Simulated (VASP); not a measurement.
A run of VASP 6.6.1:

Contents of INCAR:

```
SYSTEM = Sn
  ALGO = Normal
  EDIFF = 1E-6
  ENCUT = 520
  GGA = PS
  ISIF = 2
  ISMEAR = 1
  LASPH = .True.
  LCHARG = .False.
  LREAL = .False.
  LWAVE = .False.
  NBANDS = 21
  NELM = 60
  PREC = Accurate
  SIGMA = 0.15
```

Contents of KPOINTS:

```
k-points
0
Gamma
  11 11 11
  0 0 0
```

Contents of POSCAR:

```
Sn
1.0
   -2.9196440000      2.9196440000      1.5938000000
    2.9196440000     -2.9196440000      1.5938000000
    2.9196440000      2.9196440000     -1.5938000000
Sn
2
Direct
    0.0000000000      0.0000000000      0.0000000000
    0.7500000000      0.2500000000      0.5000000000
```

Potentials or basis: VASP PAW PBE potentials, release 64 (Sn_d).

The run is started by

```bash
$ cat potpaw_PBE.64/Sn_d/POTCAR > POTCAR
$ mpirun -np 1 vasp_std > vasp.out
```

Hardware: 1 thread of Intel Xeon 6975P-C, on a shared host.

Question: How long does it take, and how much memory?

Answer: It took 2.1 min on 1 thread of Intel Xeon 6975P-C, with other jobs on the host, peak memory 0.27 GiB. Counts: scf iterations 10, k points 126.
